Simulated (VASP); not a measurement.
Wanted: the native input for a VASP 6.6.1 run.

```yaml
Task: relaxation of the atoms
Functional: PBE
Potentials_or_basis: VASP PAW PBE potentials, release 64 (Zr_sv, N)
Cutoff: 520 eV
k_mesh: 6 × 6 × 6
Occupations: fermi-dirac, width 0.02 eV
Spin: no spin polarisation
Dipole_correction: no
Further_INCAR_settings: ALGO = Normal; EDIFF = 1e-07; IBRION = 2; EDIFFG = -0.02; NSW = 80
```

The structure of Zr3N4 lies in POSCAR:

```
Zr3N4
1.0
   -3.3700000000      3.3700000000      3.3700000000
    3.3700000000     -3.3700000000      3.3700000000
    3.3700000000      3.3700000000     -3.3700000000
Zr N
6 8
Direct
    0.2500000000      0.6250000000      0.3750000000
    0.3750000000      0.2500000000      0.6250000000
    0.7500000000      0.8750000000      0.1250000000
    0.1250000000      0.7500000000      0.8750000000
    0.6250000000      0.3750000000      0.2500000000
    0.8750000000      0.1250000000      0.7500000000
    0.1260000000      0.1260000000      0.1260000000
    0.8740000000      0.5000000000      0.0000000000
    0.5000000000      0.0000000000      0.3740000000
    0.0000000000      0.8740000000      0.5000000000
    0.3740000000      0.5000000000      0.0000000000
    0.6260000000      0.6260000000      0.6260000000
    0.0000000000      0.3740000000      0.5000000000
    0.5000000000      0.0000000000      0.8740000000
```

These files were run (other wordings do the same):

INCAR

```
ALGO = Normal
EDIFF = 1E-7
EDIFFG = -0.02
ENCUT = 520
GGA = PE
GGA_COMPAT = F
IBRION = 2
ISIF = 2
ISMEAR = -1
KPAR = 4
LASPH = T
LCHARG = F
LREAL = F
LWAVE = F
NELM = 120
NELMIN = 4
NSW = 80
PREC = Accurate
SIGMA = 0.02
```

KPOINTS

```
k-points
0
Gamma
  6 6 6
```

Potentials or basis: VASP PAW PBE potentials, release 64 (Zr_sv, N).

Run with:

```bash
$ cat potpaw_PBE.64/Zr_sv/POTCAR potpaw_PBE.64/N/POTCAR > POTCAR
$ mpirun -np 4 vasp_std > vasp.out
```

Results of the run:

```yaml
Energy_gained_by_relaxing: 7.0 meV/atom
Ionic_steps: 4
Pressure_after_relaxing: 4.1 GPa
Band_gap_on_the_k_mesh: 0.75 eV
```

Caveat: semilocal functionals underestimate gaps, and a narrow one can read as zero.

Wall time 3.2 min on 4 MPI ranks on Intel(R) Xeon(R) Platinum 8259CL CPU @ 2.50GHz (Skylake/Cascade Lake), on a shared host, peak memory 0.4 GiB a rank.
